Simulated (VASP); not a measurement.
Write the native input for VASP 6.6.1 that does the following.

| Property | Result |
| --- | --- |
| Task | single point |
| Functional | PBE |
| Potentials or basis | VASP PAW PBE potentials, release 64 (Sb, Sn_d, Fe) |
| Cutoff | 520 eV |
| k mesh | 8 × 8 × 6 |
| Occupations | methfessel-paxton, width 0.05 eV |
| Spin | collinear spin, ferromagnetic start |
| Starting moments | [0.0, 0.0, 3.0, 3.0, 3.0] μB |
| Dipole correction | no |
| Further INCAR settings | ALGO = Normal; EDIFF = 1e-06; NBANDS = 34 |

The structure of Fe3SnSb lies in POSCAR:

```
Fe3SnSb
1.0
    4.2103062160      0.0000000000      0.0000000000
   -2.1051531080      3.6462321408      0.0000000000
    0.0000000000      0.0000000000      5.3996451298
Sb Sn Fe
1 1 3
Direct
    0.3333333333      0.6666666667      0.8204750000
    0.0000000000      0.0000000000      0.1786800000
    0.6666666667      0.3333333333      0.4975580000
    0.3333333333      0.6666666667      0.3418710000
    0.0000000000      0.0000000000      0.6614150000
```

One way to write it, as run:

INCAR

```
SYSTEM = Fe3SnSb
PREC = Accurate
ENCUT = 520
EDIFF = 1E-6
ISMEAR = 1
SIGMA = 0.05
LREAL = .FALSE.
LASPH = .TRUE.
NELM = 150
ALGO = Normal
ISIF = 2
LWAVE = .FALSE.
LCHARG = .TRUE.
ISPIN = 2
MAGMOM = 0 0 3 3 3
LORBIT = 11
LMAXMIX = 4
GGA = PE
LELF = .TRUE.
LVHAR = .TRUE.
NBANDS = 34
```

KPOINTS

```
regular mesh
0
G
  8 8 6
  0 0 0
```

Potentials or basis: VASP PAW PBE potentials, release 64 (Sb, Sn_d, Fe).

Command:

```console
$ cat potpaw_PBE.64/Sb/POTCAR potpaw_PBE.64/Sn_d/POTCAR potpaw_PBE.64/Fe/POTCAR > POTCAR
$ mpirun -np 1 vasp_std > vasp.out
```

Results of the run:

* Pressure: 0.3 GPa
* Largest force: 0.033 eV/Å
* Net moment: 5.75 μB per cell
* Site moments: Sb -0.05; Sn -0.09; Fe +2.66, +1.74, +1.54 μB
* Valence electrons inside the program's atomic spheres: Sb 2.46; Sn 12.44; Fe 6.98, 7.27, 7.28

Caveat: only a ferromagnetic start was run, and an antiferromagnetic order may lie lower in energy.

Wall time 6 min on 1 thread of Intel(R) Xeon(R) Platinum 8375C CPU @ 2.90GHz (Ice Lake), with other jobs on the host, peak memory 0.38 GiB.
